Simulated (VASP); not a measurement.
A run of VASP 6.6.1 is set up as follows.

File INCAR:

```
SYSTEM = Al
  PREC = Accurate
  ENCUT = 520
  EDIFF = 1E-6
  ISMEAR = 0
  SIGMA = 0.15
  LREAL = .FALSE.
  LASPH = .TRUE.
  NELM = 80
  ALGO = Fast
  ISIF = 2
  LWAVE = .FALSE.
  LCHARG = .TRUE.
  GGA = PE
  IVDW = 12
  LELF = .TRUE.
  LVHAR = .TRUE.
  NBANDS = 22
  ISYM = 0
```

File KPOINTS:

```
Automatic mesh
0
G
  16 16 2
  0 0 0
```

File POSCAR:

```
Al
1.0
   -2.8144222649      0.0000000000      0.0000000000
   -1.4072111325     -2.4373611784      0.0000000000
   -2.8144222649     -1.6249074522     18.4820941423
Al
8
Direct
    0.9583333333      0.9583333333      0.0625000000
    0.6250000000      0.6250000000      0.5625000000
   -0.1250000000     -0.1250000000      0.6875000000
    0.2083333333      0.2083333333      0.1875000000
   -0.5416666667     -0.5416666667      0.8125000000
   -0.2083333333     -0.2083333333      0.3125000000
    0.0416666667      0.0416666667      0.9375000000
    0.3750000000      0.3750000000      0.4375000000
```

Potentials or basis: VASP PAW PBE potentials, release 64 (Al).

Command:

```bash
$ cat potpaw_PBE.64/Al/POTCAR > POTCAR
$ mpirun -np 1 vasp_std > vasp.out
```

Problem. What does it give for the largest force?

Solution. 2.354 eV/Å.

Problem. Predict the pressure.

Solution. 2.4 GPa.

Problem. What does it give for the band gap on the k mesh?

Solution. Zero (bands 12 and 13 overlap by 5.33 eV).

Forces in eV/Å, atoms in the order of the input:
```
Al  -0.002 -0.001  2.300
Al   0.000  0.000 -0.032
Al   0.002  0.001 -0.005
Al   0.000  0.000 -0.013
Al   0.001  0.000  0.089
Al   0.000  0.000 -0.004
Al   0.000  0.000 -2.354
Al  -0.001 -0.001  0.019
```

Caveat: forces of over 1 eV/Å act on the atoms, so gaps and moduli don't describe the material at rest.
